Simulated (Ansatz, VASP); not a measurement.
## One calculation of Y, two programs

```
CELL_PARAMETERS angstrom
3.65354 0.00000 0.00000
-1.82677 3.16406 0.00000
0.00000 0.00000 5.69886
ATOMIC_POSITIONS crystal
Y 0.33333 0.66667 0.25000
Y 0.66667 0.33333 0.75000
```

Alike in both runs: task single point; functional PBE; k mesh 10 × 10 × 6; occupations methfessel-paxton of order 1, width 1 eV; no spin polarisation.

```csv
,VASP,Ansatz
version,VASP 6.6.1,Ansatz 0.2.0
potentials or method,"VASP PAW PBE potentials, release 64 (Y_sv), cutoff 520 eV","plane waves (420 eV) with PAW, scalar-relativistic"
valence electrons in the cell,22,22
```

```csv
,VASP,Ansatz,Ansatz less VASP
pressure (GPa),-0.1,0.0,+0.11
"traceless stress, the component that is largest in VASP (GPa)",0.34,0.34,-0.002
```

With one functional, cell and mesh, what is left measures potentials, basis and numerics.
